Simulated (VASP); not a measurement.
## AlNi: single point with PBEsol

The system is AlNi.

```
Al Ni
1.0
     1.90961   -1.95319    0.00000
     1.90961    1.95319    0.00000
     0.00000    0.00000    3.09943
Al Ni
1 1
Direct
  0.00000 0.00000 0.00000
  0.50000 0.50000 0.50000
```

This cell differs from its parent crystal: strain -0.0150 x Voigt [1, 0, 0, 0, 0, 0].

| Property | Result |
| --- | --- |
| Program | VASP 6.6.1 |
| Task | single point |
| Functional | PBEsol |
| Potentials or basis | VASP PAW PBE potentials, release 64 (Al, Ni) |
| Cutoff | 520 eV |
| k mesh | 18 × 18 × 16 |
| Occupations | gaussian, width 0.15 eV |
| Spin | no spin polarisation |
| Dipole correction | no |
| Further INCAR settings | ALGO = Fast; EDIFF = 1e-06; NBANDS = 14 |

```yaml
Pressure: 3.5 GPa
Band_gap_on_the_k_mesh: zero (an odd number of electrons rules out a gap without spin polarisation)
```

Stress tensor (GPa, compression positive):
```
 8.35  0.00  0.00
 0.00  3.36  0.00
 0.00  0.00 -1.23
```

Levels at points of the mesh, in eV from the Fermi level:
```csv
k point,band 5,band 6,band 7,band 8,band 9,band 10
"(0.00, 0.00, 0.00)",-1.67,-1.37,2.81,7.14,7.18,7.31
"(0.50, 0.00, 0.00)",-2.11,-1.57,-0.35,7.69,7.90,9.43
"(0.50, 0.50, 0.00)",-2.52,-2.18,-0.86,2.26,3.47,10.84
"(0.00, 0.00, 0.50)",-2.09,-1.34,-1.31,8.45,11.31,11.43
"(0.50, 0.00, 0.50)",-2.03,-1.94,-1.27,1.31,2.24,13.82
"(0.50, 0.50, 0.50)",-0.85,1.78,1.95,2.32,4.02,4.13
```

Run time: 4.9 min on 1 thread of Intel Xeon 8259CL, with other jobs on the host, peak memory 0.36 GiB.

Caveat: the cell differs from its parent crystal (strain -0.0150 x Voigt [1, 0, 0, 0, 0, 0]); the cell stands under pressure; the PAW data sets were made with another functional, which shifts forces and pressure a little. Spin polarisation is off, so any magnetic state and its effect on volume and gap are missing.
